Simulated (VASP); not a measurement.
Input of a VASP 6.6.1 run:

POSCAR

```
PbO
1.0
    3.5678723414      0.0000000000      0.0000000000
   -1.7839361707      3.0898680851      0.0000000000
    0.0000000000      0.0000000000      3.2951134840
Pb O
1 1
Direct
    0.0000000000      0.0000000000      0.0000000000
    0.6666666667      0.3333333333      0.5000000000
```

File INCAR.step1:

```
SYSTEM = PbO
  PREC = Accurate
  ENCUT = 520
  EDIFF = 1E-6
  ISMEAR = 0
  SIGMA = 0.05
  LREAL = .FALSE.
  LASPH = .TRUE.
  NELM = 150
  ALGO = Normal
  ISIF = 2
  LWAVE = .FALSE.
  LCHARG = .TRUE.
  LNONCOLLINEAR = .TRUE.
  MAGMOM = 0 0 0 0 0 0
  LSORBIT = .TRUE.
  GGA_COMPAT = .FALSE.
  LORBMOM = .TRUE.
  GGA = PE
  NBANDS = 32
```

Contents of KPOINTS.step1:

```
Automatic mesh
0
G
  12 12 10
  0 0 0
```

Contents of INCAR.step2:

```
SYSTEM = PbO
  PREC = Accurate
  ENCUT = 520
  EDIFF = 1E-6
  ISMEAR = -5
  SIGMA = 0.05
  LREAL = .FALSE.
  LASPH = .TRUE.
  NELM = 150
  ALGO = Normal
  ISIF = 2
  LWAVE = .FALSE.
  LCHARG = .FALSE.
  LNONCOLLINEAR = .TRUE.
  MAGMOM = 0 0 0 0 0 0
  LORBIT = 10
  LSORBIT = .TRUE.
  GGA_COMPAT = .FALSE.
  LORBMOM = .TRUE.
  GGA = PE
  NBANDS = 32
  NEDOS = 2001
  ICHARG = 11
```

Contents of KPOINTS.step2:

```
Automatic mesh
0
G
  18 18 15
  0 0 0
```

Potentials or basis: VASP PAW PBE potentials, release 64 (Pb_d, O).

Run with:

```console
$ cat potpaw_PBE.64/Pb_d/POTCAR potpaw_PBE.64/O/POTCAR > POTCAR
$ cp INCAR.step1 INCAR
$ cp KPOINTS.step1 KPOINTS
$ mpirun -np 1 vasp_ncl > vasp.out
$ cp INCAR.step2 INCAR
$ cp KPOINTS.step2 KPOINTS
$ mpirun -np 1 vasp_ncl > vasp.out
```

Task: What does it give for the net moment?

Result: 0.00 μB per cell.

Moments on the atoms (μB; x, y, z):
```
Pb  0.00 0.00 0.00
O   0.00 0.00 0.00
```
